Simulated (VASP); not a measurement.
Set up this calculation in VASP 6.6.1, as the native input.

```
Task                   : single point
Functional             : PBE
Potentials or basis    : VASP PAW PBE potentials, release 64 (Cd, Se)
Cutoff                 : 500 eV
k mesh                 : 12 × 12 × 4
Occupations            : fermi-dirac, width 0.02 eV
Spin                   : no spin polarisation
Dipole correction      : no
Further INCAR settings : ALGO = Normal; EDIFF = 1e-06; NBANDS = 26
```

The structure of CdSe lies in POSCAR:

```
CdSe
1.0
    4.1670947187      0.0000000000      0.0000000000
   -2.0835473593      3.6088098864      0.0000000000
    0.0000000000      0.0000000000      6.7935801431
Cd Se
2 2
Direct
    0.3333333333      0.6666666667     -0.0003399257
    0.6666666667      0.3333333333      0.4996600743
    0.3333333333      0.6666666667      0.3753399257
    0.6666666667      0.3333333333      0.8753399257
```

This cell differs from its parent crystal: strain -4.0%.

The input as run:

INCAR

```
SYSTEM = CdSe
PREC = Accurate
ENCUT = 500
EDIFF = 1E-6
ISMEAR = -1
SIGMA = 0.02
LREAL = .False.
LASPH = .True.
NELM = 120
ALGO = Normal
ISIF = 2
LWAVE = .False.
LCHARG = .False.
GGA = PE
NBANDS = 26
GGA_COMPAT = .False.
```

KPOINTS

```
Automatic mesh
0
Gamma
  12 12 4
  0 0 0
```

Potentials or basis: VASP PAW PBE potentials, release 64 (Cd, Se).

Launch:

```bash
$ cat potpaw_PBE.64/Cd/POTCAR potpaw_PBE.64/Se/POTCAR > POTCAR
$ mpirun -np 1 vasp_std > vasp.out
```

It gave:

```yaml
Pressure: 10.2 GPa
Band_gap_on_the_k_mesh: 0.88 eV
```

Caveat: the cell differs from its parent crystal (strain -4.0%); the cell stands under pressure.

Wall time 47 s on 1 thread of Intel(R) Xeon(R) 6975P-C (Granite Rapids), on a shared host, peak memory 0.27 GiB.
